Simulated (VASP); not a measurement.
# Cu (I4/mmm) in VASP: further runs

The runs below take Cu through single point, relaxation of cell and atoms, with PBEsol+D3(BJ), LDA, PBEsol.

Program: VASP 6.6.1. These are calculated values, not measurements. Logs are shortened: lines on timing, memory, paths and dates and some standing lists are left out, and cuts for length are marked.

## (1) The cell of the first run

It takes space group I4/mmm (No. 139, tetragonal). Conventional cell: a = 2.834 Å, b = 2.834 Å, c = 2.703 Å, α = 90.00°, β = 90.00°, γ = 90.00°. Cu (site symmetry 4/mmm) has 14 Cu at 2.42 to 2.83 Å within 3.2 Å.

## (2) Single point, PBEsol+D3(BJ)

File INCAR:

```
PREC     = Accurate       # precision mode
ENCUT    = 520            # plane-wave cutoff, eV
EDIFF    = 1E-7           # SCF threshold, eV
ISMEAR   = -1             # smearing method
SIGMA    = 0.1            # smearing width, eV
LREAL    = F              # projectors in reciprocal space
LASPH    = T              # aspherical terms in the spheres
NELM     = 100            # most SCF steps
ALGO     = Normal         # electronic algorithm
ISIF     = 2              # what is computed and relaxed
LWAVE    = F              # write WAVECAR
LCHARG   = F              # write CHGCAR
GGA      = PS             # functional
IVDW     = 12             # dispersion correction
NBANDS   = 12             # bands
```

File KPOINTS:

```
regular mesh
0
Gamma
  16 16 16
```

File POSCAR:

```
Cu
1.0
   -1.4169564159      1.4169564159      1.3513979393
    1.4169564159     -1.4169564159      1.3513979393
    1.4169564159      1.4169564159     -1.3513979393
Cu
1
Direct
    0.0000000000      0.0000000000      0.0000000000
```

Potentials or basis: VASP PAW PBE potentials, release 64 (Cu).

The run is started by

```console
$ cat potpaw_PBE.64/Cu/POTCAR > POTCAR
$ mpirun -np 1 vasp_std > vasp.out
```

OUTCAR:

```text
PREC = Accurate
   ENCUT = 520
   EDIFF = 1E-7
   ISMEAR = -1
   LREAL = F
   LASPH = T
   NELM = 100
   ISIF = 2
   GGA = PS
   IVDW = 12
 IVDW          = 12

 ion  position               nearest neighbor table
   1  0.000  0.000  0.000-

  LATTYP: Found a body centered tetragonal cell.
 ALAT       =     2.8339128318
 C/A-ratio  =     0.9537328912

  Lattice vectors:

 A1 = (  -1.4169564159,   1.4169564159,   1.3513979393)
 A2 = (   1.4169564159,  -1.4169564159,   1.3513979393)
 A3 = (   1.4169564159,   1.4169564159,  -1.3513979393)

Analysis of symmetry for initial positions (statically):
=====================================================================
 Subroutine PRICEL returns:
 Original cell was already a primitive cell.

 Routine SETGRP: Setting up the symmetry group for a
 body centered tetragonal supercell.

 Subroutine GETGRP returns: Found 16 space group operations
 (whereof 16 operations were pure point group operations)
 out of a pool of 16 trial point group operations.

The static configuration has the point symmetry D_4h.

Analysis of symmetry for dynamics (positions and initial velocities):
=====================================================================
 Subroutine PRICEL returns:
 Original cell was already a primitive cell.

 Routine SETGRP: Setting up the symmetry group for a
 body centered tetragonal supercell.

 Subroutine GETGRP returns: Found 16 space group operations
 (whereof 16 operations were pure point group operations)
 out of a pool of 16 trial point group operations.

The dynamic configuration has the point symmetry D_4h.

 Subroutine INISYM returns: Found 16 space group operations
 (whereof 16 operations are pure point group operations),
 and found     1 'primitive' translations

----------------------------------------------------------------------------------------

                                     Primitive cell

  volume of cell :      10.8532

  direct lattice vectors                    reciprocal lattice vectors
    -1.416956416  1.416956416  1.351397939     0.000000000  0.352869005  0.369987245
     1.416956416 -1.416956416  1.351397939     0.352869005  0.000000000  0.369987245
     1.416956416  1.416956416 -1.351397939     0.352869005  0.352869005  0.000000000

  length of vectors
     2.416983111  2.416983111  2.416983111     0.511279860  0.511279860  0.499032132

[... 83 lines left out ...]
   NFREE  =      0    steps in history (QN), initial steepest desc. (CG)
   ISIF   =      2    stress and relaxation
   ISYM   =      2    0-nonsym 1-usesym 2-fastsym
   POTIM  = 0.5000    time-step for ionic-motion
   TEBEG  =    0.0;   TEEND  =   0.0 temperature during run
   PSTRESS=    0.0 pullay stress
   NELECT =      11.0000    total number of electrons
   NUPDOWN=      -1.0000    fix difference up-down
   EMIN   =  10.00;   EMAX   =-10.00  energy-range for DOS
   EFERMI =   0.00;   METHOD = LEGACY
   ISMEAR =    -1;   SIGMA  =   0.10  broadening in eV -4-tet -1-fermi 0-gaus
   EFERMI_NEDOS =   21; number of points for ismear=-14 and -15
   IALGO  =     38    algorithm
   IMIX   =      4    mixing-type and parameters
     AMIX     =   0.40;   BMIX     =  1.00
     AMIX_MAG =   1.60;   BMIX_MAG =  1.00
  volume/ion in A,a.u.               =      10.85        73.24
  Fermi-wavevector in a.u.,A,eV,Ry     =   1.644449  3.107557 36.793029  2.704211
  Thomas-Fermi vector in A             =   2.734413
   LORBIT       =      0    0 simple, 1 ext, 2 COOP (PROOUT), +10 PAW based schemes
   GGA     = PS    functional components
   LHFCALC =     F    Hartree Fock is set to
   AEXX    =    0.0000 exact exchange contribution
   IVDW    =    12    specifies the selected vdW correction
   LEPSILON=     F    determine dielectric tensor
   LRPA    =     F    only Hartree local field effects (RPA)
 non-spin polarized calculation
  energy-cutoff  :      520.00
  volume of cell :       10.85
 maximum number of plane-waves:       313
 NGX is ok and might be reduce to    18
   NGX =  9   NGY =  9   NGZ =  9

 number of electron      11.0000008 magnetization

 Free energy of the ion-electron system (eV)
  ---------------------------------------------------
  ext. energy  EPLUGINS =         0.00000000
  ---------------------------------------------------
  free energy    TOTEN  =        -4.25732094 eV

  energy without entropy =       -4.24477016  energy(sigma->0) =       -4.25104555

 E-fermi :   8.5103     XC(G=0): -13.4107

 val. band max:        8.5086719323   @ k =  -0.1250   0.4375   0.1250
 cond. band min:       8.5153491241   @ k =   0.5000   0.1250   0.0625
 fundamental gap:      0.0066771918
 Fermi energy:         8.5102866930

 k-point     1 :       0.0000    0.0000    0.0000
  band No.  band energies     occupation
      1      -1.5563      2.00000
      2       4.9673      2.00000
      3       5.1806      2.00000
      4       5.1806      2.00000
      5       6.1324      2.00000
      6       6.3608      2.00000
      7      33.8808      0.00000
      8      33.8808      0.00000
      9      35.1475      0.00000
     10      38.2741      0.00000
     11      38.6555      0.00000
     12      38.6556      0.00000
[... 331 lines left out ...]
 k-point    24 :      -0.0625    0.0625    0.0000
  band No.  band energies     occupation
      1      -1.4012      2.00000
      2       4.9698      2.00000
      3       5.1525      2.00000
      4       5.2435      2.00000
      5       6.1001      2.00000
      6       6.3576      2.00000
      7      32.0844      0.00000
      8      33.7782      0.00000
      9      34.8172      0.00000
     10      37.0661      0.00000
     11      37.1028      0.00000
     12      37.7711      0.00000

 [... further k-points ...]

------------------------ aborting loop because EDIFF is reached ----------------------------------------

 Edisp (eV)   -0.57083

 E8    (eV) :    -0.3725

  FORCE on cell =-STRESS in cart. coord.  units (eV):
  Direction    XX          YY          ZZ          XY          YZ          ZX
  --------------------------------------------------------------------------------------
  -------------------------------------------------------------------------------------
  Total       0.05018     0.05018     0.05371     0.00000     0.00000    -0.00000
  in kB       7.40760     7.40760     7.92955     0.00000     0.00000    -0.00000
  external pressure =        7.58 kB  Pullay stress =        0.00 kB

 VOLUME and BASIS-vectors are now :
 -----------------------------------------------------------------------------
  energy-cutoff  :      520.00
  volume of cell :       10.85
      direct lattice vectors                 reciprocal lattice vectors
    -1.416956416  1.416956416  1.351397939     0.000000000  0.352869005  0.369987245
     1.416956416 -1.416956416  1.351397939     0.352869005  0.000000000  0.369987245
     1.416956416  1.416956416 -1.351397939     0.352869005  0.352869005  0.000000000

 POSITION                                       TOTAL-FORCE (eV/Angst)
 -----------------------------------------------------------------------------------
      0.00000      0.00000      0.00000         0.000000      0.000000      0.000000
 -----------------------------------------------------------------------------------
    total drift:                                0.000000     -0.000000      0.000000

  FREE ENERGIE OF THE ION-ELECTRON SYSTEM (eV)
  ---------------------------------------------------
  free  energy   TOTEN  =        -4.8281503829 eV

  energy  without entropy=       -4.8155996062  energy(sigma->0) =       -4.82187499
```

OSZICAR:

```text
N       E                     dE             d eps       ncg     rms          rms(c)
DAV:   1     0.417436857624E+02    0.41744E+02   -0.54146E+03  9356   0.157E+03
DAV:   2    -0.411220719303E+01   -0.45856E+02   -0.42539E+02  8668   0.208E+02
DAV:   3    -0.535604330131E+01   -0.12438E+01   -0.12394E+01  9748   0.390E+01
DAV:   4    -0.536293394680E+01   -0.68906E-02   -0.68898E-02  9376   0.255E+00
DAV:   5    -0.536299777715E+01   -0.63830E-04   -0.63831E-04  9680   0.248E-01    0.835E+00
DAV:   6    -0.462613884312E+01    0.73686E+00   -0.15255E+01  9724   0.765E+01    0.374E+00
DAV:   7    -0.427518050938E+01    0.35096E+00   -0.22227E+00  9840   0.288E+01    0.708E-01
DAV:   8    -0.425812927852E+01    0.17051E-01   -0.88232E-03 11232   0.925E-01    0.202E-01
DAV:   9    -0.425731001208E+01    0.81927E-03   -0.37396E-03 10872   0.103E+00    0.199E-02
DAV:  10    -0.425732074706E+01   -0.10735E-04   -0.28726E-05 10748   0.792E-02    0.590E-03
DAV:  11    -0.425732088508E+01   -0.13802E-06   -0.61632E-07 10232   0.159E-02    0.390E-04
DAV:  12    -0.425732093542E+01   -0.50342E-07   -0.18587E-08  5376   0.162E-03
   1 F= -.48281504E+01 E0= -.48218750E+01  d E =-.125508E-01
```

stdout:

```text
POSCAR found type information on POSCAR Cu
 POSCAR found :  1 types and       1 ions
 scaLAPACK will be used
 -----------------------------------------------------------------------------
|                                                                             |
|                                                                             |
|     You enforced a specific xc type in the INCAR file but a different       |
|     I HOPE YOU KNOW WHAT YOU ARE DOING!                                     |
|                                                                             |
 -----------------------------------------------------------------------------

 LDA part: xc-table for (Slater+PW92), standard interpolation
 POSCAR, INCAR and KPOINTS ok, starting setup
 FFT: planning ... GRIDC
 FFT: planning ... GRID_SOFT
 FFT: planning ... GRID
 WAVECAR not read
 entering main loop
```

It took 61 s on 1 thread of Intel Xeon 8259CL, shared host; peak memory 0.16 GiB.

What came out:

```
Free energy                : -4.8282 eV
Pressure                   : 0.8 GPa
Band gap on the k mesh     : zero (an odd number of electrons rules out a gap without spin polarisation)
Dispersion energy per atom : -0.571 eV
```

Levels at points of the mesh, in eV from the Fermi level:
```csv
k point,band 4,band 5,band 6,band 7,band 8,band 9
"(0.00, 0.00, 0.00)",-3.33,-2.38,-2.15,25.37,25.37,26.64
"(0.50, 0.00, 0.00)",-2.04,-1.42,-0.73,4.98,17.76,18.09
"(0.50, 0.50, 0.00)",-2.18,-1.44,-1.11,4.44,19.02,19.58
"(0.50, 0.50, 0.50)",-1.63,-1.58,7.90,7.90,9.82,13.74
```

Caveat: the PAW data sets were made with another functional, which shifts forces and pressure a little.

## (3) Relaxation of cell and atoms, LDA

This run uses another cell than the first one, of 11.46 Å³/atom.

File INCAR:

```
SYSTEM = Cu
ALGO = Normal ; EDIFF = 1E-7
EDIFFG = -0.01 ; ENCUT = 600
IBRION = 2 ; ISIF = 3
ISMEAR = -1 ; LASPH = .True.
LCHARG = .False. ; LREAL = .False.
LWAVE = .False. ; NELM = 80
NSW = 80 ; PREC = Accurate
SIGMA = 0.1
```

File KPOINTS:

```
k-points
0
Gamma
  16 16 16
  0 0 0
```

File POSCAR:

```
Cu
1.0
   -1.4427900000      1.4427900000      1.3760800000
    1.4427900000     -1.4427900000      1.3760800000
    1.4427900000      1.4427900000     -1.3760800000
Cu
1
Direct
    0.0000000000      0.0000000000      0.0000000000
```

Potentials or basis: VASP PAW LDA potentials, release 64 (Cu).

The run is started by

```console
$ cat potpaw_LDA.64/Cu/POTCAR > POTCAR
$ mpirun -np 1 vasp_std > vasp.out
```

It took 2.1 min on 1 thread of Intel Xeon 8259CL, shared host; peak memory 0.17 GiB.

The run converged. Its results:

| Item | Value |
| --- | --- |
| Free energy | -4.6705 eV |
| Relaxed volume | 10.99 Å³/atom |
| Relaxed cell | a = 2.427 Å, b = 2.427 Å, c = 2.427 Å, α = 108.20°, β = 108.20°, γ = 112.04° |
| Space group after relaxing (to 0.1 Å) | I4/mmm (No. 139) |
| Energy gained by relaxing | 10.6 meV/atom |
| Ionic steps | 3 |
| Pressure after relaxing | 0.0 GPa |
| Band gap on the k mesh | zero (an odd number of electrons rules out a gap without spin polarisation) |

Stress tensor (GPa, compression positive):
```
 0.03  0.00  0.00
 0.00  0.03  0.00
 0.00  0.00 -0.11
```

Step by step:
| step | energy change (eV) | largest force (eV/Å) | pressure (GPa) | volume (Å³) |
| --- | --- | --- | --- | --- |
| 1 | 0.0000 | 0.0000 | -6.88 | 11.46 |
| 2 | -0.0049 | 0.0000 | 5.86 | 10.66 |
| 3 | -0.0106 | 0.0000 | -0.01 | 10.99 |

Final structure:
```
Cu
1.0
    -1.42296    1.42296    1.35645
     1.42296   -1.42296    1.35645
     1.42296    1.42296   -1.35645
Cu
1
Direct
  0.00000 0.00000 0.00000
```

Levels at points of the mesh, in eV from the Fermi level:
```csv
k point,band 4,band 5,band 6,band 7,band 8,band 9
"(0.00, 0.00, 0.00)",-3.33,-2.39,-2.16,25.32,25.32,26.61
"(0.50, 0.00, 0.00)",-2.06,-1.45,-0.64,4.90,17.69,17.84
"(0.50, 0.50, 0.00)",-2.20,-1.48,-1.02,4.35,18.97,19.32
"(0.50, 0.50, 0.50)",-1.66,-1.61,7.83,7.83,9.74,13.76
```

## (4) Relaxation of cell and atoms, PBEsol

This run uses another cell than the first one, of 11.46 Å³/atom.

File INCAR:

```
SYSTEM = Cu
PREC = Accurate
ENCUT = 600
EDIFF = 1E-7
ISMEAR = -1
SIGMA = 0.1
LREAL = .False.
LASPH = .True.
NELM = 100
ALGO = Normal
ISIF = 3
LWAVE = .False.
LCHARG = .False.
GGA = PS
IBRION = 2
NSW = 80
EDIFFG = -0.01
```

File KPOINTS:

```
Automatic mesh
0
Gamma
  16 16 16
  0 0 0
```

POSCAR is that of step 3.

Potentials or basis: VASP PAW PBE potentials, release 64 (Cu).

The run is started by

```console
$ cat potpaw_PBE.64/Cu/POTCAR > POTCAR
$ mpirun -np 1 vasp_std > vasp.out
```

Run time: 2 min. Hardware: 1 thread of Intel Xeon 8259CL, shared host; peak memory 0.17 GiB.

It converged, with:

- Free energy: -4.2732 eV
- Relaxed volume: 11.42 Å³/atom
- Relaxed cell: a = 2.458 Å, b = 2.458 Å, c = 2.458 Å, α = 108.21°, β = 108.21°, γ = 112.02°
- Space group after relaxing (to 0.1 Å): I4/mmm (No. 139)
- Energy gained by relaxing: 0.1 meV/atom
- Ionic steps: 3
- Pressure after relaxing: 0.0 GPa
- Band gap on the k mesh: zero (an odd number of electrons rules out a gap without spin polarisation)

Stress tensor (GPa, compression positive):
```
 0.05  0.00  0.00
 0.00  0.05  0.00
 0.00  0.00 -0.03
```

Final structure:
```
CELL_PARAMETERS angstrom
-1.44109 1.44109 1.37418
1.44109 -1.44109 1.37418
1.44109 1.44109 -1.37418
ATOMIC_POSITIONS crystal
Cu 0.00000 0.00000 0.00000
```

Levels at points of the mesh, in eV from the Fermi level:
```
           k point  band 3  band 4  band 5  band 6  band 7  band 8  band 9
(0.00, 0.00, 0.00)   -3.15   -3.15   -2.27   -2.05   24.88   24.88   26.14
(0.50, 0.00, 0.00)   -2.18   -1.95   -1.38   -0.59    4.70   17.35   17.47
(0.50, 0.50, 0.00)   -2.34   -2.09   -1.40   -0.96    4.17   18.61   18.90
(0.50, 0.50, 0.50)   -1.58   -1.58   -1.53    7.70    7.70    9.55   13.36
```

Caveat: the PAW data sets were made with another functional, which shifts forces and pressure a little.

[end of part 1 of 2]
